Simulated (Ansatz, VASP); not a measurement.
**One calculation of Cu2Ni, two programs**

```
CELL_PARAMETERS angstrom
4.37824 0.00000 0.00000
-2.18912 3.79166 0.00000
0.00000 0.00000 4.17164
ATOMIC_POSITIONS crystal
Cu 0.00000 0.00000 0.00000
Cu 0.00000 0.33757 0.50000
Cu 0.66243 0.66243 0.50000
Cu 0.33757 0.00000 0.50000
Ni 0.66667 0.33333 0.00000
Ni 0.33333 0.66667 0.00000
```

Alike in both runs: functional PBE; k mesh 12 × 12 × 10; occupations gaussian, width 0.1 eV; no spin polarisation.

Ansatz relaxed the structure, and its values are those at the end. VASP's run is a single point on that final structure, the one shown.

|  | VASP | Ansatz |
| --- | --- | --- |
| version | VASP 6.6.1 | Ansatz 0.2.0 |
| potentials or method | VASP PAW PBE potentials, release 64 (Cu, Ni), cutoff 520 eV | scalar-relativistic, plane waves, PAW |
| valence electrons in the cell | 64 | 112 |

|  | VASP | Ansatz | Ansatz less VASP |
| --- | --- | --- | --- |
| gap on the k mesh at the Fermi level (eV) | none | none | - |
| pressure (GPa) | 0.6 | 0.0 | -0.56 |

A gap of «none» marks a metal or a gap that the smearing closes. VASP's potentials hold 64 valence electrons a cell and Ansatz's 112, so a difference there can come from the potentials and not from the codes.
